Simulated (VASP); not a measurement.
CoSi, 8 atoms in the cell. Symmetry: P2_13, No. 198, cubic system. Conventional cell: a = 4.429 Å, b = 4.429 Å, c = 4.429 Å, α = 90.00°, β = 90.00°, γ = 90.00°. Co (site symmetry 3) has 7 Si at 2.32 to 2.43 Å and 6 Co at 2.72 Å within 3.1 Å. Within 3.1 Å of Si (site symmetry 3) lie 7 Co at 2.32 to 2.43 Å and 6 Si at 2.74 Å. 

* Program: VASP 6.6.1
* Task: single point
* Functional: PBE
* Potentials or basis: VASP PAW PBE potentials, release 64 (Co, Si)
* Cutoff: 520 eV
* k mesh: 4 × 4 × 4
* Occupations: gaussian, width 0.05 eV
* Spin: collinear spin, ferromagnetic start
* Starting moments: [1.5, 1.5, 1.5, 1.5, 0.0, 0.0, 0.0, 0.0] μB
* Dipole correction: no
* Further INCAR settings: ALGO = Normal; EDIFF = 1e-06; NBANDS = 40

Potentials or basis: VASP PAW PBE potentials, release 64 (Co, Si).

Command:

```console
$ cat potpaw_PBE.64/Co/POTCAR potpaw_PBE.64/Si/POTCAR > POTCAR
$ mpirun -np 1 vasp_std > vasp.out
```

Hardware: 1 thread of Intel Xeon 8259CL, on a shared host.

Problem. Estimate the wall time of this run.

Solution. Wall time 2.6 min on 1 thread of Intel Xeon 8259CL (shared host), peak memory 0.27 GiB. Counts: scf iterations 16, k points 11.
